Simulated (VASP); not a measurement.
A run of VASP 6.6.1 is set up as follows.

The input INCAR:

```
PREC = Accurate ; ENCUT = 520
EDIFF = 1E-6 ; ISMEAR = -1
SIGMA = 0.05 ; LREAL = F
LASPH = T ; NELM = 150
ALGO = Normal ; ISIF = 2
LWAVE = F ; LCHARG = F
ISPIN = 2 ; MAGMOM = 1.5 0
LORBIT = 11 ; NUPDOWN = 1.5
LMAXMIX = 4 ; GGA = PS
NBANDS = 16
```

The input KPOINTS:

```
regular mesh
0
Gamma
  8 8 8
```

Contents of POSCAR:

```
AlFe
1.0
    2.9100000000      0.0000000000      0.0000000000
    0.0000000000      2.9100000000      0.0000000000
    0.0000000000      0.0000000000      2.9100000000
Fe Al
1 1
Direct
    0.5000000000      0.5000000000      0.5000000000
    0.0000000000      0.0000000000      0.0000000000
```

Potentials or basis: VASP PAW PBE potentials, release 64 (Fe, Al).

Command:

```sh
$ cat potpaw_PBE.64/Fe/POTCAR potpaw_PBE.64/Al/POTCAR > POTCAR
$ mpirun -np 1 vasp_std > vasp.out
```

Predict the pressure.

-5.1 GPa.

Caveat: the cell stands under tension; the PAW data sets were made with another functional, which shifts forces and pressure a little; the total moment is fixed, so each spin has its own Fermi level.
